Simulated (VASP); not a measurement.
Here is a VASP 6.6.1 calculation.

The input INCAR:

```
PREC = Accurate
ENCUT = 520
EDIFF = 1E-6
ISMEAR = -1
SIGMA = 0.05
LREAL = False
LASPH = True
NELM = 80
ALGO = Fast
ISIF = 2
LWAVE = False
LCHARG = False
GGA = RE
NBANDS = 15
```

Contents of KPOINTS:

```
Automatic mesh
0
Gamma
  6 6 3
```

File POSCAR:

```
AlIn
1.0
    3.0541300000      0.0000000000      0.0000000000
   -1.5270700000      2.6449600000      0.0000000000
    0.0000000000      0.0000000000      5.8280200000
Al In
1 1
Direct
    0.0000000000      0.0000000000      0.0000000000
    0.0000000000      0.0000000000      0.5000000000
```

Potentials or basis: VASP PAW PBE potentials, release 64 (Al, In_d).

Run with:

```sh
$ cat potpaw_PBE.64/Al/POTCAR potpaw_PBE.64/In_d/POTCAR > POTCAR
$ mpirun -np 1 vasp_std > vasp.out
```

Task: Predict the band gap on the k mesh.

Result: Zero (band 8 reaches 7.36 eV, above the bottom of band 9 at 4.98 eV).

Task: Predict the pressure.

Result: 0.9 GPa.

Stress tensor (GPa, compression positive):
```
1.09 0.00 0.00
0.00 1.09 0.00
0.00 0.00 0.49
```

Caveat: the k points lie up to 0.40 Å⁻¹ apart; the PAW data sets were made with another functional, which shifts forces and pressure a little; spin-orbit coupling is left out, which moves the levels of the heavy elements.
